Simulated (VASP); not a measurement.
# NaF (Fm-3m) in VASP: a series of runs, part 2 of 2

VASP 6.6.1. The steps go on from the part before.

### 3 Single point, HSE06

Input file POSCAR:

```
NaF
1.0
    0.0000000000      2.2972433049      2.2972433049
    2.2972433049      0.0000000000      2.2972433049
    2.2972433049      2.2972433049      0.0000000000
Na F
1 1
Direct
    0.0000000000      0.0000000000      0.0000000000
    0.5000000000      0.5000000000      0.5000000000
```

Input file INCAR.step1:

```
PREC = Accurate
ENCUT = 520
EDIFF = 1E-5
ISMEAR = 0
SIGMA = 0.01
LREAL = False
LASPH = True
NELM = 80
ALGO = Normal
ISIF = 2
LWAVE = True
LCHARG = False
GGA = PE
NBANDS = 14
```

Input file INCAR.step2:

```
PREC = Accurate
ENCUT = 520
EDIFF = 1E-6
ISMEAR = 0
SIGMA = 0.01
LREAL = False
LASPH = True
NELM = 80
ALGO = Normal
ISIF = 2
LWAVE = False
LCHARG = False
GGA = PE
LHFCALC = True
HFSCREEN = 0.2079
PRECFOCK = Normal
ISTART = 1
NBANDS = 14
```

Input file KPOINTS:

```
Automatic mesh
0
Gamma
  6 6 6
```

Potentials or basis: VASP PAW PBE potentials, release 64 (Na_pv, F).

Started as:

```bash
> cat potpaw_PBE.64/Na_pv/POTCAR potpaw_PBE.64/F/POTCAR > POTCAR
> cp INCAR.step1 INCAR
> mpirun -np 1 vasp_std > vasp.out
> cp INCAR.step2 INCAR
> mpirun -np 1 vasp_std > vasp.out
```

OUTCAR:

```text
PREC = Accurate
   ENCUT = 520
   EDIFF = 1E-6
   ISMEAR = 0
   LREAL = False
   LASPH = True
   NELM = 80
   ISIF = 2
   GGA = PE
   LHFCALC = True
   HFSCREEN = 0.2079
   PRECFOCK = Normal
   ISTART = 1

 ion  position               nearest neighbor table
   1  0.000  0.000  0.000-   2 2.30   2 2.30   2 2.30   2 2.30   2 2.30   2 2.30
   2  0.500  0.500  0.500-   1 2.30   1 2.30   1 2.30   1 2.30   1 2.30   1 2.30

  LATTYP: Found a face centered cubic cell.
 ALAT       =     4.5944866098

  Lattice vectors:

 A1 = (   0.0000000000,   2.2972433049,   2.2972433049)
 A2 = (   2.2972433049,   0.0000000000,   2.2972433049)
 A3 = (   2.2972433049,   2.2972433049,   0.0000000000)

Analysis of symmetry for initial positions (statically):
=====================================================================
 Subroutine PRICEL returns:
 Original cell was already a primitive cell.

 Routine SETGRP: Setting up the symmetry group for a
 face centered cubic supercell.

 Subroutine GETGRP returns: Found 48 space group operations
 (whereof 48 operations were pure point group operations)
 out of a pool of 48 trial point group operations.

The static configuration has the point symmetry O_h .

Analysis of symmetry for dynamics (positions and initial velocities):
=====================================================================
 Subroutine PRICEL returns:
 Original cell was already a primitive cell.

 Routine SETGRP: Setting up the symmetry group for a
 face centered cubic supercell.

 Subroutine GETGRP returns: Found 48 space group operations
 (whereof 48 operations were pure point group operations)
 out of a pool of 48 trial point group operations.

The dynamic configuration has the point symmetry O_h .

 Subroutine INISYM returns: Found 48 space group operations
 (whereof 48 operations are pure point group operations),
 and found     1 'primitive' translations

----------------------------------------------------------------------------------------

                                     Primitive cell

  volume of cell :      24.2466

  direct lattice vectors                    reciprocal lattice vectors
     0.000000000  2.297243305  2.297243305    -0.217652174  0.217652174  0.217652174
     2.297243305  0.000000000  2.297243305     0.217652174 -0.217652174  0.217652174
     2.297243305  2.297243305  0.000000000     0.217652174  0.217652174 -0.217652174

  length of vectors
     3.248792638  3.248792638  3.248792638     0.376984624  0.376984624  0.376984624

  position of ions in fractional coordinates (direct lattice)
     0.000000000  0.000000000  0.000000000
     0.500000000  0.500000000  0.500000000

  ion indices of the primitive-cell ions
   primitive index   ion index
                 1           1
                 2           2

----------------------------------------------------------------------------------------

 KPOINTS: Automatic mesh

Automatic generation of k-mesh.
 Grid dimensions read from file:
 generate k-points for:    6    6    6

 Generating k-lattice:

  Cartesian coordinates                     Fractional coordinates (reciprocal lattice)
[... 40 lines left out ...]
   NGXF,Y,Z  is equivalent  to a cutoff of  24.56, 24.56, 24.56 a.u.
 SYSTEM =  unknown system
   PREC   = accura    normal or accurate (medium, high low for compatibility)
   ISTART =      1    job   : 0-new  1-cont  2-samecut
   ICHARG =      0    charge: 1-file 2-atom 10-const
   ISPIN  =      1    spin polarized calculation?
   LNONCOLLINEAR =      F non collinear calculations
   LSORBIT =      F    spin-orbit coupling
   LASPH  =      T    aspherical Exc in radial PAW
   ENCUT  =  520.0 eV  38.22 Ry    6.18 a.u.   6.04  6.04  6.04*2*pi/ulx,y,z
   NELM   =     80;   NELMIN=  2; NELMDL=  0     # of ELM steps
   EDIFF  = 0.1E-05   stopping-criterion for ELM
   LREAL  =      F    real-space projection
   EDIFFG = 0.1E-04   stopping-criterion for IOM
   NSW    =      0    number of steps for IOM
   IBRION =     -1    ionic relax: 0-MD 1-quasi-New 2-CG
   NFREE  =      0    steps in history (QN), initial steepest desc. (CG)
   ISIF   =      2    stress and relaxation
   ISYM   =      3    0-nonsym 1-usesym 2-fastsym
   POTIM  = 0.5000    time-step for ionic-motion
   TEBEG  =    0.0;   TEEND  =   0.0 temperature during run
   PSTRESS=    0.0 pullay stress
   NELECT =      14.0000    total number of electrons
   NUPDOWN=      -1.0000    fix difference up-down
   EMIN   =  10.00;   EMAX   =-10.00  energy-range for DOS
   EFERMI =   0.00;   METHOD = LEGACY
   ISMEAR =     0;   SIGMA  =   0.01  broadening in eV -4-tet -1-fermi 0-gaus
   EFERMI_NEDOS =   21; number of points for ismear=-14 and -15
   IALGO  =     38    algorithm
   IMIX   =      1    mixing-type and parameters
     AMIX     =   0.40;   BMIX     =  1.00
     AMIX_MAG =   1.60;   BMIX_MAG =  1.00
  volume/ion in A,a.u.               =      12.12        81.81
  Fermi-wavevector in a.u.,A,eV,Ry     =   1.363224  2.576120 25.284786  1.858379
  Thomas-Fermi vector in A             =   2.489645
   LORBIT       =      0    0 simple, 1 ext, 2 COOP (PROOUT), +10 PAW based schemes
   GGA     = PE    functional components
   LHFCALC =     T    Hartree Fock is set to
   PRECFOCK=normal    Normal, Fast or Accurate (Low or Medium for compatibility)
   ENCUT4O =  -1.0   cutoff for four orbital integrals eV
   NKREDX  =     1    reduce k-point grid by
   NKREDY  =     1    reduce k-point grid by
   NKREDZ  =     1    reduce k-point grid by
   AEXX    =    0.2500 exact exchange contribution
   HFSCREEN=    0.2079 screening length (either q_TF or 0.3 A-1)
   HFSCREENC=   0.2079 screening length for correlation (either q_TF or 0.3 A-1)
   ENCUTFOCK=  -1.0 apply spherical cutoff to Coloumb kernel
   IVDW    =     0    specifies the selected vdW correction
   LEPSILON=     F    determine dielectric tensor
   LRPA    =     F    only Hartree local field effects (RPA)
 non-spin polarized calculation
 Gauss-broadening in eV      SIGMA  =   0.01
  energy-cutoff  :      520.00
  volume of cell :       24.25
 maximum number of plane-waves:       660
  NGX = 20; NGY = 20; NGZ = 20

 number of electron      13.9999992 magnetization

 Free energy of the ion-electron system (eV)
  ---------------------------------------------------
  ext. energy  EPLUGINS =         0.00000000
  ---------------------------------------------------
  free energy    TOTEN  =       -10.30838340 eV

  energy without entropy =      -10.30838340  energy(sigma->0) =      -10.30838340

 E-fermi :  -3.5649     XC(G=0):  -7.6045

 val. band max:       -3.6582541818   @ k =   0.0000   0.0000   0.0000
 cond. band min:       4.9453201206   @ k =   0.0000   0.0000   0.0000
 fundamental gap:      8.6035743024
 Fermi energy:        -3.5648763944

 k-point     1 :       0.0000    0.0000    0.0000
  band No.  band energies     occupation
      1     -24.4335      2.00000
      2     -23.9472      2.00000
      3     -23.9472      2.00000
      4     -23.9472      2.00000
      5      -3.6583      2.00000
      6      -3.6583      2.00000
      7      -3.6583      2.00000
      8       4.9453      0.00000
      9      17.8981      0.00000
     10      17.8981      0.00000
     11      17.8981      0.00000
     12      20.5645      0.00000
     13      23.2359      0.00000
     14      23.2359      0.00000
[... 241 lines left out ...]
      1     -24.5091      2.00000
      2     -24.0692      2.00000
      3     -24.0244      2.00000
      4     -23.6203      2.00000
      5      -4.8154      2.00000
      6      -4.3575      2.00000
      7      -4.2330      2.00000
      8      11.9948      0.00000
      9      12.0655      0.00000
     10      13.6292      0.00000
     11      16.9179      0.00000
     12      20.7092      0.00000
     13      25.3473      0.00000
     14      25.5427      0.00000

------------------------ aborting loop because EDIFF is reached ----------------------------------------

  FORCE on cell =-STRESS in cart. coord.  units (eV):
  Direction    XX          YY          ZZ          XY          YZ          ZX
  --------------------------------------------------------------------------------------
  -------------------------------------------------------------------------------------
  Total        0.2470640      0.2470640      0.2470640      0.0000000      0.0000000     -0.0000000
  in kB       16.3255940     16.3255940     16.3255940      0.0000000      0.0000000     -0.0000000
  external PRESSURE =      16.3255940 kB  Pullay stress =       0.0000000 kB

 VOLUME and BASIS-vectors are now :
 -----------------------------------------------------------------------------
  energy-cutoff  :      520.00
  volume of cell :       24.25
      direct lattice vectors                 reciprocal lattice vectors
     0.000000000  2.297243305  2.297243305    -0.217652174  0.217652174  0.217652174
     2.297243305  0.000000000  2.297243305     0.217652174 -0.217652174  0.217652174
     2.297243305  2.297243305  0.000000000     0.217652174  0.217652174 -0.217652174

 POSITION                                       TOTAL-FORCE (eV/Angst)
 -----------------------------------------------------------------------------------
      0.00000      0.00000      0.00000         0.000000     -0.000000     -0.000000
      2.29724      2.29724      2.29724        -0.000000      0.000000      0.000000
 -----------------------------------------------------------------------------------
    total drift:                                0.000000      0.000000      0.000000

  FREE ENERGIE OF THE ION-ELECTRON SYSTEM (eV)
  ---------------------------------------------------
  free  energy   TOTEN  =       -10.3083833998 eV

  energy  without entropy=      -10.3083833998  energy(sigma->0) =      -10.30838340
```

It took 17 min on 1 thread of Oxide Virtual Turin-like, shared host; peak memory 0.2 GiB.

What came out:

| Quantity | Value |
| --- | --- |
| Free energy | -10.3084 eV |
| Pressure | 1.6 GPa |
| Band gap on the k mesh | 8.60 eV |

Caveat: the PAW data sets were made with another functional, which shifts forces and pressure a little.

### 4 Single point, PBE0

POSCAR is that of step 3.

Input file INCAR.step1:

```
SYSTEM = NaF
  PREC = Accurate
  ENCUT = 520
  EDIFF = 1E-5
  ISMEAR = 0
  SIGMA = 0.01
  LREAL = .False.
  LASPH = .True.
  NELM = 100
  ALGO = Normal
  ISIF = 2
  LWAVE = .True.
  LCHARG = .False.
  GGA = PE
  NBANDS = 14
```

Input file INCAR.step2:

```
SYSTEM = NaF
  PREC = Accurate
  ENCUT = 520
  EDIFF = 1E-6
  ISMEAR = 0
  SIGMA = 0.01
  LREAL = .False.
  LASPH = .True.
  NELM = 100
  ALGO = Normal
  ISIF = 2
  LWAVE = .False.
  LCHARG = .False.
  GGA = PE
  LHFCALC = .True.
  AEXX = 0.25
  PRECFOCK = Normal
  ISTART = 1
  NBANDS = 14
```

Input file KPOINTS:

```
Automatic mesh
0
Gamma
  6 6 6
  0 0 0
```

Started as:

```bash
> cat potpaw_PBE.64/Na_pv/POTCAR potpaw_PBE.64/F/POTCAR > POTCAR
> cp INCAR.step1 INCAR
> mpirun -np 1 vasp_std > vasp.out
> cp INCAR.step2 INCAR
> mpirun -np 1 vasp_std > vasp.out
```

Run time: 17 min. Hardware: 1 thread of Oxide Virtual Turin-like, shared host; peak memory 0.11 GiB.

It converged, with:

* Free energy: -10.8366 eV
* Pressure: 1.6 GPa
* Band gap on the k mesh: 9.38 eV

Levels at points of the mesh, in eV from the valence-band top:
| k point | band 4 | band 5 | band 6 | band 7 | band 8 | band 9 | band 10 | band 11 |
| --- | --- | --- | --- | --- | --- | --- | --- | --- |
| (0.00, 0.00, 0.00) | -20.29 | 0.00 | 0.00 | 0.00 | 9.38 | 22.35 | 22.35 | 22.35 |
| (0.50, 0.00, 0.00) | -19.56 | -1.70 | -0.29 | -0.29 | 13.94 | 15.87 | 23.65 | 23.65 |
| (0.50, 0.50, 0.00) | -20.34 | -1.38 | -0.45 | -0.45 | 16.36 | 16.53 | 17.05 | 23.53 |

Caveat: the PAW data sets were made with another functional, which shifts forces and pressure a little.

### 5 Summary

| level | k mesh | grid for exact exchange (PRECFOCK) | share of exact exchange | screening parameter | gap on the mesh (eV) | pressure (GPa) |
| --- | --- | --- | --- | --- | --- | --- |
| PBE | 10 × 10 × 10 | - | - | - | 6.44 | 3.5 |
| HSE06 | 6 × 6 × 6 | Normal | 0.25 | 0.2079 1/Å | 8.60 | 1.6 |
| PBE0 | 6 × 6 × 6 | Normal | 0.25 | - | 9.38 | 1.6 |

Alike in all rows: task single point; potentials or basis VASP PAW PBE potentials, release 64 (Na_pv, F); no spin polarisation; cell as given; cutoff (eV) 520; smearing gaussian 0.01 eV.

On the cell as given the gap runs from 6.44 eV (PBE) to 9.38 eV (PBE0); the meshes differ, which moves gaps too. The pressure there spans 1.6 GPa (PBE0) to 3.5 GPa (PBE); a positive pressure means that this level wants a larger cell, a negative one a smaller.

Caveats: the PAW data sets were made with another functional, which shifts forces and pressure a little (at least some runs); the cell stands under pressure (at least some runs).

Absolute energies hang on the potentials; compare differences alone.
